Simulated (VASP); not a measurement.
# InP (Fm-3m) in VASP: further runs, part 2 of 2

VASP 6.6.1.

### 3 Vibrations by perturbation theory, PBE

Input file INCAR:

```
SYSTEM = InP
PREC = Accurate ; ENCUT = 520
EDIFF = 1E-8 ; ISMEAR = -1
SIGMA = 0.05 ; LREAL = .FALSE.
LASPH = .TRUE. ; NELM = 80
ALGO = Normal ; ISIF = 2
LWAVE = .FALSE. ; LCHARG = .TRUE.
GGA = PE ; IBRION = 8
NSW = 1
```

Input file KPOINTS:

```
regular mesh
0
G
  6 6 6
  0 0 0
```

Input file POSCAR:

```
InP
1.0
    0.0000000000      2.7688340000      2.7688340000
    2.7688340000      0.0000000000      2.7688340000
    2.7688340000      2.7688340000      0.0000000000
In P
1 1
Direct
    0.0000000000      0.0000000000      0.0000000000
    0.5000000000      0.5000000000      0.5000000000
```

Potentials or basis: VASP PAW PBE potentials, release 64 (In_d, P).

Started as:

```sh
cat potpaw_PBE.64/In_d/POTCAR potpaw_PBE.64/P/POTCAR > POTCAR
mpirun -np 1 vasp_std > vasp.out
```

OUTCAR:

```text
SYSTEM = InP
   PREC = Accurate
   ENCUT = 520
   EDIFF = 1E-8
   ISMEAR = -1
   LREAL = .FALSE.
   LASPH = .TRUE.
   NELM = 80
   ISIF = 2
   GGA = PE
   IBRION = 8
   NSW = 1

 ion  position               nearest neighbor table
   1  0.000  0.000  0.000-   2 2.77   2 2.77   2 2.77   2 2.77   2 2.77   2 2.77
   2  0.500  0.500  0.500-   1 2.77   1 2.77   1 2.77   1 2.77   1 2.77   1 2.77

  LATTYP: Found a face centered cubic cell.
 ALAT       =     5.5376680000

  Lattice vectors:

 A1 = (   0.0000000000,   2.7688340000,   2.7688340000)
 A2 = (   2.7688340000,   0.0000000000,   2.7688340000)
 A3 = (   2.7688340000,   2.7688340000,   0.0000000000)

Analysis of symmetry for initial positions (statically):
=====================================================================
 Subroutine PRICEL returns:
 Original cell was already a primitive cell.

 Routine SETGRP: Setting up the symmetry group for a
 face centered cubic supercell.

 Subroutine GETGRP returns: Found 48 space group operations
 (whereof 48 operations were pure point group operations)
 out of a pool of 48 trial point group operations.

The static configuration has the point symmetry O_h .

Analysis of symmetry for dynamics (positions and initial velocities):
=====================================================================
 Subroutine PRICEL returns:
 Original cell was already a primitive cell.

 Routine SETGRP: Setting up the symmetry group for a
 face centered cubic supercell.

 Subroutine GETGRP returns: Found 48 space group operations
 (whereof 48 operations were pure point group operations)
 out of a pool of 48 trial point group operations.

The dynamic configuration has the point symmetry O_h .

 Subroutine INISYM returns: Found 48 space group operations
 (whereof 48 operations are pure point group operations),
 and found     1 'primitive' translations

----------------------------------------------------------------------------------------

                                     Primitive cell

  volume of cell :      42.4542

  direct lattice vectors                    reciprocal lattice vectors
     0.000000000  2.768834000  2.768834000    -0.180581429  0.180581429  0.180581429
     2.768834000  0.000000000  2.768834000     0.180581429 -0.180581429  0.180581429
     2.768834000  2.768834000  0.000000000     0.180581429  0.180581429 -0.180581429

  length of vectors
     3.915722595  3.915722595  3.915722595     0.312776210  0.312776210  0.312776210

  position of ions in fractional coordinates (direct lattice)
     0.000000000  0.000000000  0.000000000
     0.500000000  0.500000000  0.500000000

  ion indices of the primitive-cell ions
   primitive index   ion index
                 1           1
                 2           2

[... 127 lines left out ...]
      7       6.7324      1.99169
      8       6.7324      1.99169
      9       6.7324      1.99169
     10       7.5555      0.00003
     11      14.1351      0.00000
     12      14.1351      0.00000
     13      14.1351      0.00000
[... 228 lines left out ...]
      2      -7.1290      2.00000
      3      -7.1214      2.00000
      4      -7.0451      2.00000
      5      -6.9992      2.00000
      6      -1.7961      2.00000
      7       2.5867      2.00000
      8       2.6088      2.00000
      9       3.8256      2.00000
     10       8.0497      0.00000
     11      12.3487      0.00000
     12      13.1691      0.00000
     13      15.2655      0.00000

------------------------ aborting loop because EDIFF is reached ----------------------------------------

  FORCE on cell =-STRESS in cart. coord.  units (eV):
  Direction    XX          YY          ZZ          XY          YZ          ZX
  --------------------------------------------------------------------------------------
  -------------------------------------------------------------------------------------
  Total        0.0644094      0.0644094      0.0644094     -0.0000000     -0.0000000     -0.0000000
  in kB        2.4307440      2.4307440      2.4307440     -0.0000000     -0.0000000     -0.0000000
  external PRESSURE =       2.4307440 kB  Pullay stress =       0.0000000 kB

 VOLUME and BASIS-vectors are now :
 -----------------------------------------------------------------------------
  energy-cutoff  :      520.00
  volume of cell :       42.45
      direct lattice vectors                 reciprocal lattice vectors
     0.000000000  2.768834000  2.768834000    -0.180581429  0.180581429  0.180581429
     2.768834000  0.000000000  2.768834000     0.180581429 -0.180581429  0.180581429
     2.768834000  2.768834000  0.000000000     0.180581429  0.180581429 -0.180581429

 POSITION                                       TOTAL-FORCE (eV/Angst)
 -----------------------------------------------------------------------------------
      0.00000      0.00000      0.00000        -0.000000     -0.000000      0.000000
      2.76883      2.76883      2.76883         0.000000      0.000000     -0.000000
 -----------------------------------------------------------------------------------
    total drift:                               -0.000000      0.000000      0.000000

  FREE ENERGIE OF THE ION-ELECTRON SYSTEM (eV)
  ---------------------------------------------------
  free  energy   TOTEN  =        -7.9342405399 eV

  energy  without entropy=       -7.9213676876  energy(sigma->0) =       -7.92780411

[... ionic steps 2 to 3 ...]

--------------------------------------- Ionic step        4  -------------------------------------------

------------------------ aborting loop because EDIFF is reached ----------------------------------------

[... ionic steps 5 to 6 ...]

--------------------------------------- Ionic step        7  -------------------------------------------

 Free energy of the ion-electron system (eV)
  ---------------------------------------------------
  ---------------------------------------------------
  free energy    TOTEN  =        -0.04732676 eV

  energy without entropy =       -0.04732676

------------------------ aborting loop because EDIFF is reached ----------------------------------------

 INTERNAL STRAIN TENSOR  FOR ION    2  DIRECTION 1   (eV/Angst):
 -----------------------------------------------------------------------------
    -0.06634 -0.00000  0.00000
    -0.00000  0.04071 -0.00000
     0.00000 -0.00000  0.04071

 INTERNAL STRAIN TENSOR FOR ION    2 for displacements in x,y,z  (eV/Angst):
          X           Y           Z          XY          YZ          ZX
  --------------------------------------------------------------------------------
  x     0.00000     0.00000     0.00000     0.00000     0.00000     0.00000
  y     0.00000     0.00000     0.00000     0.00000     0.00000     0.00000
  z     0.00000     0.00000     0.00000     0.00000     0.00000     0.00000

 SECOND DERIVATIVES (NOT SYMMETRIZED)
 ------------------------------------
               1X          1Y          1Z          2X          2Y          2Z
  1X    -2.541291    0.000000    0.000000    2.541291    0.000000    0.000000
  1Y     0.000000   -2.541291    0.000000    0.000000    2.541291    0.000000
  1Z     0.000000    0.000000   -2.541291    0.000000    0.000000    2.541291
  2X     2.523015    0.000000    0.000000   -2.523015    0.000000    0.000000
  2Y     0.000000    2.523015    0.000000    0.000000   -2.523015    0.000000
  2Z     0.000000    0.000000    2.523015    0.000000    0.000000   -2.523015

 Eigenvectors and eigenvalues of the dynamical matrix
 ----------------------------------------------------

   1 f  =    5.031615 THz    31.614571 2PiTHz  167.836620 cm-1    20.809079 meV
             X         Y         Z           dx          dy          dz
      0.000000  0.000000  0.000000    -0.462236    0.000000    0.000000
      2.768834  2.768834  2.768834     0.886757    0.000000    0.000000
[... 21 lines left out ...]
   6 f/i=    0.007443 THz     0.046766 2PiTHz    0.248273 cm-1     0.030782 meV
             X         Y         Z           dx          dy          dz
      0.000000  0.000000  0.000000    -0.886757    0.000000    0.000000
      2.768834  2.768834  2.768834    -0.462236    0.000000    0.000000

--------------------------------------------------------------------------------------------------------

 ELASTIC MODULI CONTR FROM IONIC RELAXATION (kBar)
 Direction    XX          YY          ZZ          XY          YZ          ZX
 --------------------------------------------------------------------------------
 XX           0.0000      0.0000      0.0000      0.0000      0.0000      0.0000
 YY           0.0000      0.0000      0.0000      0.0000      0.0000      0.0000
 ZZ           0.0000      0.0000      0.0000      0.0000      0.0000      0.0000
 XY           0.0000      0.0000      0.0000      0.0000      0.0000      0.0000
 YZ           0.0000      0.0000      0.0000      0.0000      0.0000      0.0000
 ZX           0.0000      0.0000      0.0000      0.0000      0.0000      0.0000
 --------------------------------------------------------------------------------
```

It took 60 s on 1 thread of Intel Xeon Platinum 8488C (Sapphire Rapids), shared host; peak memory 0.2 GiB.

Results:

```
Highest phonon frequency at Γ, LO-TO splitting left out : 168 cm⁻¹
```

Phonon frequencies in cm⁻¹ (negative: imaginary):
```
              q point        frequencies
(0.000, 0.000, 0.000)  0 0 0 168 168 168
```

Caveat: spin-orbit coupling is left out, which moves the levels of the heavy elements.

### 4 Elastic constants, LDA

Input file INCAR:

```
PREC = Accurate
ENCUT = 600
EDIFF = 1E-8
ISMEAR = -1
SIGMA = 0.05
LREAL = False
LASPH = True
NELM = 60
ALGO = Normal
ISIF = 3
LWAVE = False
LCHARG = False
GGA = CA
NBANDS = 16
IBRION = 6
NFREE = 2
POTIM = 0.015
NSW = 1
```

Input file KPOINTS:

```
Automatic mesh
0
Gamma
  6 6 6
```

POSCAR is that of step 3.

Potentials or basis: VASP PAW LDA potentials, release 64 (In_d, P).

Started as:

```sh
cat potpaw_LDA.64/In_d/POTCAR potpaw_LDA.64/P/POTCAR > POTCAR
mpirun -np 1 vasp_std > vasp.out
```

Wall time 4.2 min (1 thread of Intel Xeon Platinum 8488C (Sapphire Rapids), shared host); peak memory 0.21 GiB.

Results (log left out):

```yaml
Elastic_constants_C11_C12_C44: 141, 36, 13 GPa
Voigt_bulk_modulus: 71 GPa
Highest_phonon_frequency_at_Γ_LO-TO_splitting_left_out: 153 cm⁻¹
```

Phonon frequencies in cm⁻¹ (negative: imaginary):
```
              q point        frequencies
(0.000, 0.000, 0.000)  0 0 0 153 153 153
```

Elastic tensor in Voigt notation (GPa, in the Cartesian axes of the cell as first typed):
```
141  36  36   0   0   0
 36 141  36   0   0   0
 36  36 141   0   0   0
  0   0   0  13   0   0
  0   0   0   0  13   0
  0   0   0   0   0  13
```

Clamped-ion elastic tensor (GPa):
```
141  36  36   0   0   0
 36 141  36   0   0   0
 36  36 141   0   0   0
  0   0   0  13   0   0
  0   0   0   0  13   0
  0   0   0   0   0  13
```

Caveat: the cell is under stress, which shifts elastic constants; spin-orbit coupling is left out, which moves the levels of the heavy elements.

### 5 Elastic constants, PBE

Input file INCAR:

```
PREC = Accurate
ENCUT = 600
EDIFF = 1E-8
ISMEAR = -1
SIGMA = 0.05
LREAL = F
LASPH = T
NELM = 60
ALGO = Normal
ISIF = 3
LWAVE = F
LCHARG = F
GGA = PE
IBRION = 6
NFREE = 2
POTIM = 0.015
NSW = 1
```

KPOINTS is that of step 4.

POSCAR is that of step 4.

Potentials or basis: VASP PAW PBE potentials, release 64 (In_d, P).

Started as:

```sh
cat potpaw_PBE.64/In_d/POTCAR potpaw_PBE.64/P/POTCAR > POTCAR
mpirun -np 1 vasp_std > vasp.out
```

Run time: 3.5 min. Hardware: 1 thread of Intel Xeon Platinum 8488C (Sapphire Rapids), shared host; peak memory 0.23 GiB.

Results (log left out):

```yaml
Elastic_constants_C11_C12_C44: 154, 36, 11 GPa
Voigt_bulk_modulus: 76 GPa
Highest_phonon_frequency_at_Γ_LO-TO_splitting_left_out: 167 cm⁻¹
```

Phonon frequencies in cm⁻¹ (negative: imaginary):
```
              q point        frequencies
(0.000, 0.000, 0.000)  0 0 0 167 167 167
```

Elastic tensor in Voigt notation (GPa, in the Cartesian axes of the cell as first typed):
```
154  36  36   0   0   0
 36 154  36   0   0   0
 36  36 154   0   0   0
  0   0   0  11   0   0
  0   0   0   0  11   0
  0   0   0   0   0  11
```

Clamped-ion elastic tensor (GPa):
```
154  36  36   0   0   0
 36 154  36   0   0   0
 36  36 154   0   0   0
  0   0   0  11   0   0
  0   0   0   0  11   0
  0   0   0   0   0  11
```

Caveat: spin-orbit coupling is left out, which moves the levels of the heavy elements.
